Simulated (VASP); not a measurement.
WC (Qusongite): single point with PBE

Crystal: WC (Qusongite).

```
CELL_PARAMETERS angstrom
2.90650 0.00000 0.00000
-1.45325 2.51710 0.00000
0.00000 0.00000 2.83660
ATOMIC_POSITIONS crystal
W 0.00000 0.00000 0.00000
C 0.66667 0.33333 0.50000
```

```json
{
 "Program": "VASP 6.6.1",
 "Task": "single point",
 "Functional": "PBE",
 "Potentials or basis": "VASP PAW PBE potentials, release 64 (W_sv, C)",
 "Cutoff": "520 eV",
 "k mesh": "11 × 11 × 10",
 "Occupations": "fermi-dirac, width 0.15 eV",
 "Spin": "no spin polarisation"
}
```

- Pressure: 6.8 GPa
- Band gap on the k mesh: zero (band 9 reaches 11.72 eV, above the bottom of band 10 at 10.50 eV)

Stress tensor (GPa, compression positive):
```
6.96 0.00 0.00
0.00 6.96 0.00
0.00 0.00 6.36
```

Levels at points of the mesh, in eV from the Fermi level:
| k point | band 7 | band 8 | band 9 | band 10 | band 11 | band 12 |
| --- | --- | --- | --- | --- | --- | --- |
| (0.00, 0.00, 0.00) | -3.39 | -3.39 | 0.03 | 3.18 | 3.18 | 5.56 |
| (0.00, 0.00, 0.50) | -2.07 | -2.07 | -0.64 | -0.64 | 3.61 | 4.46 |

Wall time 18 s on 1 thread of Intel(R) Xeon(R) Platinum 8375C CPU @ 2.90GHz (Ice Lake) (shared host), peak memory 0.16 GiB.

Caveat: spin-orbit coupling is left out, which moves the levels of the heavy elements.
